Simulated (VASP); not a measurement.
**BP: relaxation of cell and atoms with r2SCAN**

The system is BP.

```
CELL_PARAMETERS angstrom
0.00000 2.27225 2.27225
2.27225 0.00000 2.27225
2.27225 2.27225 0.00000
ATOMIC_POSITIONS crystal
B 0.00000 0.00000 0.00000
P 0.25000 0.25000 0.25000
```

```
Program                : VASP 6.6.1
Task                   : relaxation of cell and atoms
Functional             : r2SCAN
Potentials or basis    : VASP PAW PBE potentials, release 64 (B, P)
Cutoff                 : 550 eV
k mesh                 : 10 × 10 × 10
Occupations            : gaussian, width 0.02 eV
Spin                   : no spin polarisation
Dipole correction      : no
Further INCAR settings : ALGO = Normal; EDIFF = 1e-07; IBRION = 2; EDIFFG = -0.005; NSW = 100; ISIF = 3
```

The relaxed volume is 11.63 Å³/atom. The relaxed cell is a = 3.205 Å, b = 3.205 Å, c = 3.205 Å, α = 60.00°, β = 60.00°, γ = 60.00°, the space group after relaxing (to 0.05 Å) is F-43m (No. 216) and the energy gained by relaxing is 0.4 meV/atom. The ionic steps are 3. The pressure after relaxing is 0.0 GPa and the band gap on the k mesh is 1.44 eV, indirect (least direct gap 3.65 eV).

The path:
| step | energy change (eV) | largest force (eV/Å) | pressure (GPa) | volume (Å³) |
| --- | --- | --- | --- | --- |
| 1 | 0.0000 | 0.0000 | -1.39 | 23.46 |
| 2 | -0.0003 | 0.0000 | 1.11 | 23.12 |
| 3 | -0.0008 | 0.0000 | 0.01 | 23.27 |

Final structure:
```xyz
2
Lattice="0.0000 2.2660 2.2660 2.2660 0.0000 2.2660 2.2660 2.2660 0.0000" Properties=species:S:1:pos:R:3 pbc="T T T"
B     0.0000    0.0000    0.0000
P     1.1330    1.1330    1.1330
```

Levels at points of the mesh, in eV from the valence-band top:
```tsv
k point	band 1	band 2	band 3	band 4	band 5	band 6	band 7	band 8
(0.00, 0.00, 0.00)	-16.30	0.00	0.00	0.00	3.65	3.65	3.65	8.08
(0.50, 0.00, 0.00)	-12.79	-9.53	-1.87	-1.87	4.16	5.03	5.03	10.94
(0.50, 0.50, 0.00)	-11.11	-9.15	-4.36	-4.36	1.53	1.91	13.10	13.10
```

Wall time 120 s on 1 thread of Intel(R) Xeon(R) Platinum 8375C CPU @ 2.90GHz (Ice Lake), with other jobs on the host, peak memory 0.16 GiB.

Caveat: the PAW data sets were made with another functional, which shifts forces and pressure a little. A k mesh can miss the band edges.
